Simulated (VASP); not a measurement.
Wanted: the native input for a VASP 6.6.1 run.

* Task: single point
* Functional: PBEsol
* Potentials or basis: VASP PAW PBE potentials, release 64 (Pt)
* Cutoff: 520 eV
* k mesh: 10 × 7 × 1
* Occupations: gaussian, width 0.1 eV
* Spin: no spin polarisation
* Dipole correction: yes
* Further INCAR settings: ALGO = Normal; EDIFF = 1e-07; NBANDS = 39

The structure of Pt lies in POSCAR:

```
Pt
1.0
    2.7704872841      0.0000000000      0.0000000000
    0.0000000000      3.9180606916      0.0000000000
    0.0000000000      0.0000000000     23.9262182103
Pt
6
Direct
    0.5000000000      0.5000000000      0.3552588180
    0.0000000000      0.0000000000      0.4131552908
    0.5000000000      0.5000000000      0.4710517636
    0.0000000000      0.0000000000      0.5277978205
    0.5000000000      0.5000000000      0.5900783178
    0.0000000000      0.0000000000      0.6396588194
```

The input as run:

INCAR

```
SYSTEM = Pt
ALGO     = Normal         ! electronic algorithm
DIPOL    = 0.5 0.5 0.500
EDIFF    = 1E-7           ! SCF threshold, eV
ENCUT    = 520            ! plane-wave cutoff, eV
GGA      = PS             ! functional
IDIPOL   = 3            
ISIF     = 2              ! what is computed and relaxed
ISMEAR   = 0              ! smearing method
LASPH    = .True.         ! aspherical terms in the spheres
LCHARG   = .False.        ! write CHGCAR
LDIPOL   = .True.       
LREAL    = .False.        ! projectors in reciprocal space
LWAVE    = .False.        ! write WAVECAR
NBANDS   = 39             ! bands
NELM     = 60             ! most SCF steps
PREC     = Accurate       ! precision mode
SIGMA    = 0.1            ! smearing width, eV
```

KPOINTS

```
k-points
0
Gamma
  10 7 1
  0 0 0
```

Potentials or basis: VASP PAW PBE potentials, release 64 (Pt).

The run is started by

```console
$ cat potpaw_PBE.64/Pt/POTCAR > POTCAR
$ mpirun -np 1 vasp_std > vasp.out
```

It gave:

| Quantity | Value |
| --- | --- |
| Largest force | 0.966 eV/Å |
| Band gap on the k mesh | zero (bands 30 and 31 overlap by 0.62 eV) |

Caveat: the PAW data sets were made with another functional, which shifts forces and pressure a little; spin-orbit coupling is left out, which moves the levels of the heavy elements.

Run time: 3.9 min on 1 thread of Intel(R) Xeon(R) 6975P-C (Granite Rapids) (shared host), peak memory 0.45 GiB.
